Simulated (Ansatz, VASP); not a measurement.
## Ga3As2N: VASP beside Ansatz

```xyz
6
Lattice="-1.7847 1.7847 8.3650 1.7847 -1.7847 8.3650 1.7847 1.7847 -8.3650" Properties=species:S:1:pos:R:3 pbc="T T T"
Ga    0.0000    0.0000    0.0000
Ga    0.0000    0.0000   10.3052
Ga    0.0000    0.0000    6.4248
As    0.0000    0.0000   14.0901
As    0.0000    0.0000    2.6399
N     0.0000    0.0000    8.3650
```

Alike in both runs: functional PBE; k mesh 6 × 6 × 6; occupations gaussian, width 0.1 eV; no spin polarisation.

Ansatz relaxed the structure, and its values are those at the end. VASP's run is a single point on that final structure, the one shown.

```csv
,VASP,Ansatz
version,VASP 6.6.1,Ansatz 0.2.0
potentials or method,"VASP PAW PBE potentials, release 64 (Ga_d, As, N), cutoff 520 eV","scalar-relativistic, plane waves, PAW"
valence electrons in the cell,54,74
```

Ansatz gave:

- gap on the k mesh at the Fermi level (eV): none
- pressure (GPa): 0.0
- rms of the force components (eV/Å): 0.003

**Question.** Which values does VASP return?

**Answer.** gap on the k mesh at the Fermi level (eV): none; pressure (GPa): 0.2; rms of the force components (eV/Å): 0.011.

A gap of «none» marks a metal or a gap that the smearing closes. With one functional, cell and mesh, what is left measures potentials, basis and numerics. VASP's potentials hold 54 valence electrons a cell and Ansatz's 74, so a difference there can come from the potentials and not from the codes.

The k mesh is coarse, so the values compare programs but aren't converged.
